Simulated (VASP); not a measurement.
# BAs5 (P6/mmm) in VASP: further runs

Runs on BAs5. Level: PBE. Tasks: relaxation of cell and atoms, single point.

Program: VASP 6.6.1. These are calculated values, not measurements. Logs are shortened: lines on timing, memory, paths and dates and some standing lists are left out, and cuts for length are marked.

### 1 The cell of the first run

It takes space group P6/mmm (No. 191, hexagonal). Conventional cell: a = 4.153 Å, b = 4.153 Å, c = 8.288 Å, α = 90.00°, β = 90.00°, γ = 120.00°. Within 2.2 Å of B (site symmetry 6/mmm) lie 2 As at 1.63 Å. Within 2.7 Å of As (site symmetry mmm) lie 4 As at 2.08 Å. Within 2.2 Å of As (site symmetry 6mm) lie 1 B at 1.63 Å.

### 2 Relaxation of cell and atoms, PBE

File INCAR:

```
SYSTEM = BAs5
  PREC = Accurate
  ENCUT = 600
  EDIFF = 1E-6
  ISMEAR = 0
  SIGMA = 0.1
  LREAL = .FALSE.
  LASPH = .TRUE.
  NELM = 80
  ALGO = Normal
  ISIF = 3
  LWAVE = .FALSE.
  LCHARG = .FALSE.
  GGA = PE
  IBRION = 2
  NSW = 90
  EDIFFG = -0.04
```

File KPOINTS:

```
regular mesh
0
G
  6 6 2
  0 0 0
```

File POSCAR:

```
BAs5
1.0
    4.1526537500      0.0000000000      0.0000000000
   -2.0763268700      3.5963036400      0.0000000000
    0.0000000000      0.0000000000      8.2877563000
B As
1 5
Direct
    0.0000000000      0.0000000000      0.0000000000
    0.5000000000      0.0000000000      0.5000000000
    0.0000000000      0.5000000000      0.5000000000
    0.5000000000      0.5000000000      0.5000000000
    0.0000000000      0.0000000000      0.1969790200
    0.0000000000      0.0000000000      0.8030209800
```

Potentials or basis: VASP PAW PBE potentials, release 64 (B, As).

The run is started by

```bash
$ cat potpaw_PBE.64/B/POTCAR potpaw_PBE.64/As/POTCAR > POTCAR
$ mpirun -np 1 vasp_std > vasp.out
```

OUTCAR:

```text
SYSTEM = BAs5
   PREC = Accurate
   ENCUT = 600
   EDIFF = 1E-6
   ISMEAR = 0
   LREAL = .FALSE.
   LASPH = .TRUE.
   NELM = 80
   ISIF = 3
   GGA = PE
   IBRION = 2
   NSW = 90
   EDIFFG = -0.04

 ion  position               nearest neighbor table
   1  0.000  0.000  0.000-   5 1.63   6 1.63
   2  0.500  0.000  0.500-   4 2.08   4 2.08   3 2.08   3 2.08
   3  0.000  0.500  0.500-   4 2.08   4 2.08   2 2.08   2 2.08
   4  0.500  0.500  0.500-   2 2.08   2 2.08   3 2.08   3 2.08
   5  0.000  0.000  0.197-   1 1.63
   6  0.000  0.000  0.803-   1 1.63

  LATTYP: Found a hexagonal cell.
 ALAT       =     4.1526537500
 C/A-ratio  =     1.9957734979

  Lattice vectors:

 A1 = (   4.1526537500,   0.0000000000,   0.0000000000)
 A2 = (  -2.0763268700,   3.5963036400,   0.0000000000)
 A3 = (   0.0000000000,   0.0000000000,   8.2877563000)

Analysis of symmetry for initial positions (statically):
=====================================================================
 Subroutine PRICEL returns:
 Original cell was already a primitive cell.

 Routine SETGRP: Setting up the symmetry group for a
 hexagonal supercell.

 Subroutine GETGRP returns: Found 24 space group operations
 (whereof 24 operations were pure point group operations)
 out of a pool of 24 trial point group operations.

The static configuration has the point symmetry D_6h.

Analysis of symmetry for dynamics (positions and initial velocities):
=====================================================================
 Subroutine PRICEL returns:
 Original cell was already a primitive cell.

 Routine SETGRP: Setting up the symmetry group for a
 hexagonal supercell.

 Subroutine GETGRP returns: Found 24 space group operations
 (whereof 24 operations were pure point group operations)
 out of a pool of 24 trial point group operations.

The dynamic configuration has the point symmetry D_6h.

 Subroutine INISYM returns: Found 24 space group operations
 (whereof 24 operations are pure point group operations),
 and found     1 'primitive' translations

----------------------------------------------------------------------------------------

                                     Primitive cell

  volume of cell :     123.7710

  direct lattice vectors                    reciprocal lattice vectors
     4.152653750  0.000000000  0.000000000     0.240809868  0.139031642  0.000000000
    -2.076326870  3.596303640  0.000000000     0.000000000  0.278063284  0.000000000
     0.000000000  0.000000000  8.287756300     0.000000000  0.000000000  0.120659919

  length of vectors
     4.152653750  4.152653747  8.287756300     0.278063284  0.278063284  0.120659919
[... 100 lines left out ...]
  Fermi-wavevector in a.u.,A,eV,Ry     =   0.997519  1.885038 13.538397  0.995044
  Thomas-Fermi vector in A             =   2.129681
   LORBIT       =      0    0 simple, 1 ext, 2 COOP (PROOUT), +10 PAW based schemes
   GGA     = PE    functional components
   LHFCALC =     F    Hartree Fock is set to
   AEXX    =    0.0000 exact exchange contribution
   IVDW    =     0    specifies the selected vdW correction
   LEPSILON=     F    determine dielectric tensor
   LRPA    =     F    only Hartree local field effects (RPA)
 conjugate gradient relaxation of ions
 non-spin polarized calculation
 Gauss-broadening in eV      SIGMA  =   0.10
  energy-cutoff  :      600.00
  volume of cell :      123.77
 maximum number of plane-waves:      4149
 NGX is ok and might be reduce to    36
   NGX = 17   NGY = 17   NGZ = 33

--------------------------------------- Ionic step        1  -------------------------------------------

 number of electron      27.9999998 magnetization

 Free energy of the ion-electron system (eV)
  ---------------------------------------------------
  ext. energy  EPLUGINS =         0.00000000
  ---------------------------------------------------
  free energy    TOTEN  =       -14.01754788 eV

  energy without entropy =      -14.00270704  energy(sigma->0) =      -14.01012746

------------------------ aborting loop because EDIFF is reached ----------------------------------------

  FORCE on cell =-STRESS in cart. coord.  units (eV):
  Direction    XX          YY          ZZ          XY          YZ          ZX
  --------------------------------------------------------------------------------------
  -------------------------------------------------------------------------------------
  Total       50.8765640     50.8765640     31.4500184      0.0000001      0.0000000     -0.0000000
  in kB      658.5811711    658.5811709    407.1106279      0.0000009      0.0000000     -0.0000000
  external PRESSURE =     574.7576566 kB  Pullay stress =       0.0000000 kB
[... 27 lines left out ...]
--------------------------------------- Ionic step        2  -------------------------------------------

 number of electron      27.9999993 magnetization

 E-fermi :  -1.4397     XC(G=0):  -5.9715

 val. band max:       -1.4579844619   @ k =   0.5000  -0.0000   0.5000
 cond. band min:      -1.4225505508   @ k =   0.1667   0.1667   0.5000
 fundamental gap:      0.0354339111
 Fermi energy:        -1.4396904369

 k-point     1 :       0.0000    0.0000    0.0000
  band No.  band energies     occupation
      1     -13.3165      2.00000
      2     -11.0120      2.00000
      3     -10.9147      2.00000
      4     -10.1293      2.00000
      5     -10.1293      2.00000
      6      -6.0827      2.00000
[... 356 lines left out ...]
  FREE ENERGIE OF THE ION-ELECTRON SYSTEM (eV)
  ---------------------------------------------------
  free  energy   TOTEN  =       -23.2213191397 eV

  energy  without entropy=      -23.1987467445  energy(sigma->0) =      -23.21003294

[... ionic steps 4 to 23 ...]

--------------------------------------- Ionic step       24  -------------------------------------------

 number of electron      27.9999994 magnetization

------------------------ aborting loop because EDIFF is reached ----------------------------------------
[... 75 lines left out ...]
--------------------------------------- Ionic step       26  -------------------------------------------

 number of electron      27.9999997 magnetization

 Free energy of the ion-electron system (eV)
  ---------------------------------------------------
  ext. energy  EPLUGINS =         0.00000000
  ---------------------------------------------------
  free energy    TOTEN  =       -24.72564184 eV

  energy without entropy =      -24.69220224  energy(sigma->0) =      -24.70892204

 E-fermi :   1.5355     XC(G=0):  -7.7994

 val. band max:        1.5172840909   @ k =   0.3333   0.0000   0.5000
 cond. band min:       1.5677123256   @ k =   0.3333   0.1667   0.0000
 fundamental gap:      0.0504282347
 Fermi energy:         1.5354556879

 k-point     1 :       0.0000    0.0000    0.0000
  band No.  band energies     occupation
      1     -12.4197      2.00000
      2      -9.2652      2.00000
      3      -8.9413      2.00000
      4      -7.2293      2.00000
      5      -7.2293      2.00000
      6      -4.7252      2.00000
[... 316 lines left out ...]
  FREE ENERGIE OF THE ION-ELECTRON SYSTEM (eV)
  ---------------------------------------------------
  free  energy   TOTEN  =       -24.7256418405 eV

  energy  without entropy=      -24.6922022396  energy(sigma->0) =      -24.70892204

 reached required accuracy - stopping structural energy minimisation
```

Run time: 8.5 min. Hardware: 1 thread of AMD EPYC 9R45 (Zen 5), shared host; peak memory 0.28 GiB.

What came out:

| Item | Value |
| --- | --- |
| Free energy | -24.7256 eV |
| Relaxed volume | 29.30 Å³/atom |
| Relaxed cell | a = 5.372 Å, b = 5.372 Å, c = 7.036 Å, α = 90.00°, β = 90.00°, γ = 120.00° |
| Space group after relaxing (to 0.05 Å) | P6/mmm (No. 191) |
| Energy gained by relaxing | 1784.7 meV/atom |
| Ionic steps | 26 |
| Pressure after relaxing | 0.0 GPa |
| Largest force after relaxing | 0.005 eV/Å |
| Band gap on the k mesh | zero (band 14 reaches 1.90 eV, above the bottom of band 15 at 1.08 eV) |

Forces on the atoms (eV/Å):
```
B    0.000  0.000  0.000
As   0.000  0.000  0.000
As   0.000  0.000  0.000
As   0.000  0.000  0.000
As   0.000  0.000 -0.005
As   0.000  0.000  0.005
```

The path:
```tsv
step	energy change (eV)	largest force (eV/Å)	pressure (GPa)	volume (Å³)
1	0.0000	7.7945	57.48	123.77
2	-5.0486	1.9961	-6.61	307.89
3	-9.2038	2.2684	-0.92	195.34
4	-9.2143	2.2290	-0.58	193.70
5	-9.2215	2.1803	-0.16	191.76
6	-10.0654	1.5865	0.57	196.95
7	-10.1008	0.6702	0.11	196.29
8	-10.1006	0.7613	0.15	196.36
9	-10.1459	0.5377	-0.38	197.52
10	-10.2278	0.0098	-1.89	200.83
11	-10.2032	0.6736	-4.16	206.78
12	-10.2470	0.1855	-2.67	202.82
13	-10.2625	0.1647	-2.68	202.41
14	-10.3086	0.1008	-2.70	201.17
15	-10.3973	0.0421	-2.69	198.59
16	-10.5385	0.3525	-2.42	193.04
17	-10.3116	0.7914	-0.54	180.28
18	-10.5450	0.8426	-1.93	190.68
19	-10.5503	0.9230	-1.75	188.64
20	-10.6228	0.3836	-1.46	183.62
21	-10.6349	0.0262	-1.12	180.04
22	-10.6355	0.0478	-1.19	180.66
23	-10.6708	0.0003	-0.96	179.48
24	-10.7056	0.1072	-0.38	177.02
25	-10.7067	0.1313	-0.25	176.53
26	-10.7081	0.0054	-0.04	175.82
```

Final structure:
```
CELL_PARAMETERS angstrom
5.37162 0.00000 0.00000
-2.68581 4.65196 0.00000
0.00000 0.00000 7.03593
ATOMIC_POSITIONS crystal
B 0.00000 0.00000 0.00000
As 0.50000 0.00000 0.50000
As 0.00000 0.50000 0.50000
As 0.50000 0.50000 0.50000
As 0.00000 0.00000 0.26764
As 0.00000 0.00000 0.73236
```

Caveat: the k points lie up to 0.45 Å⁻¹ apart in the final cell; the volume moved by over 15 % at a fixed basis, so the end points are rough.

### 3 Single point, PBE

This run uses another cell than the first one, of 29.11 Å³/atom, 1.411 times its volume.

File INCAR:

```
SYSTEM = BAs5
PREC     = Accurate       ! precision mode
ENCUT    = 600            ! plane-wave cutoff, eV
EDIFF    = 1E-6           ! SCF threshold, eV
ISMEAR   = 0              ! smearing method
SIGMA    = 0.1            ! smearing width, eV
LREAL    = .False.        ! projectors in reciprocal space
LASPH    = .True.         ! aspherical terms in the spheres
NELM     = 120            ! most SCF steps
ALGO     = Normal         ! electronic algorithm
ISIF     = 2              ! what is computed and relaxed
LWAVE    = .False.        ! write WAVECAR
LCHARG   = .False.        ! write CHGCAR
GGA      = PE             ! functional
NBANDS   = 48             ! bands
GGA_COMPAT= .False.
```

File KPOINTS:

```
regular mesh
0
Gamma
  6 6 4
  0 0 0
```

File POSCAR:

```
BAs5
1.0
    5.3797178278      0.0000000000      0.0000000000
   -2.6898589139      4.6589723040      0.0000000000
    0.0000000000      0.0000000000      6.9694526544
B As
1 5
Direct
    0.0000000000      0.0000000000      0.0000000000
    0.5000000000      0.0000000000      0.5000000000
    0.0000000000      0.5000000000      0.5000000000
    0.5000000000      0.5000000000      0.5000000000
    0.0000000000      0.0000000000      0.2704734398
    0.0000000000      0.0000000000      0.7295265602
```

Potentials or basis: VASP PAW PBE potentials, release 64 (B, As_d).

The run is started by

```bash
$ cat potpaw_PBE.64/B/POTCAR potpaw_PBE.64/As_d/POTCAR > POTCAR
$ mpirun -np 1 vasp_std > vasp.out
```

Run time: 2.7 min. Hardware: 1 thread of AMD EPYC 9R45 (Zen 5), shared host; peak memory 0.39 GiB.

The run converged. Its results:

```
Free energy            : -24.8426 eV
Pressure               : 0.1 GPa
Largest force          : 0.029 eV/Å
Band gap on the k mesh : zero (band 39 reaches 1.06 eV, above the bottom of band 40 at 0.11 eV)
```

Forces in eV/Å, atoms in the order of the input:
```
B    0.000  0.000  0.000
As   0.000  0.000  0.000
As   0.000  0.000  0.000
As   0.000  0.000  0.000
As   0.000  0.000 -0.029
As   0.000  0.000  0.029
```

Stress tensor (GPa, compression positive):
```
 0.14  0.00  0.00
 0.00  0.14  0.00
 0.00  0.00 -0.05
```

Levels at points of the mesh, in eV from the Fermi level:
```tsv
k point	band 35	band 36	band 37	band 38	band 39	band 40	band 41	band 42	band 43	band 44
(0.00, 0.00, 0.00)	-3.46	-0.61	-0.61	-0.52	-0.46	-0.46	0.41	0.41	3.20	4.13
(0.50, 0.00, 0.00)	-2.28	-1.91	-1.58	-0.51	-0.42	-0.04	0.21	0.71	2.13	2.31
(0.00, 0.00, 0.50)	-3.58	-1.81	-1.78	-1.78	0.38	0.38	1.68	1.68	3.24	3.24
(0.50, 0.00, 0.50)	-2.24	-2.03	-0.91	-0.84	-0.51	-0.04	0.43	1.03	1.16	2.26
```
